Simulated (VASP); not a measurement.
A run of VASP 6.6.1 is set up as follows.

Contents of INCAR:

```
ALGO     = Normal         # electronic algorithm
EDIFF    = 1E-6           # SCF threshold, eV
ENCUT    = 520            # plane-wave cutoff, eV
GGA      = PE             # functional
ISIF     = 2              # what is computed and relaxed
ISMEAR   = 1              # smearing method
LASPH    = T              # aspherical terms in the spheres
LCHARG   = F              # write CHGCAR
LREAL    = F              # projectors in reciprocal space
LWAVE    = F              # write WAVECAR
NBANDS   = 21             # bands
NELM     = 60             # most SCF steps
PREC     = Accurate       # precision mode
SIGMA    = 0.1            # smearing width, eV
```

File KPOINTS:

```
k-points
0
Gamma
  8 8 8
```

File POSCAR:

```
Sn
1.0
    0.0000000000      3.3289000152      3.3289000152
    3.3289000152      0.0000000000      3.3289000152
    3.3289000152      3.3289000152      0.0000000000
Sn
2
Direct
    0.5000000000      0.5000000000      0.5000000000
    0.7500000000      0.7500000000      0.7500000000
```

Potentials or basis: VASP PAW PBE potentials, release 64 (Sn_d).

The run is started by

```console
$ cat potpaw_PBE.64/Sn_d/POTCAR > POTCAR
$ mpirun -np 1 vasp_std > vasp.out
```

Task: Predict the pressure.

Result: -0.1 GPa.

Task: Estimate the band gap on the k mesh.

Result: Zero (band 14 reaches 4.95 eV, above the bottom of band 15 at 4.72 eV).

Caveat: spin-orbit coupling is left out, which moves the levels of the heavy elements.
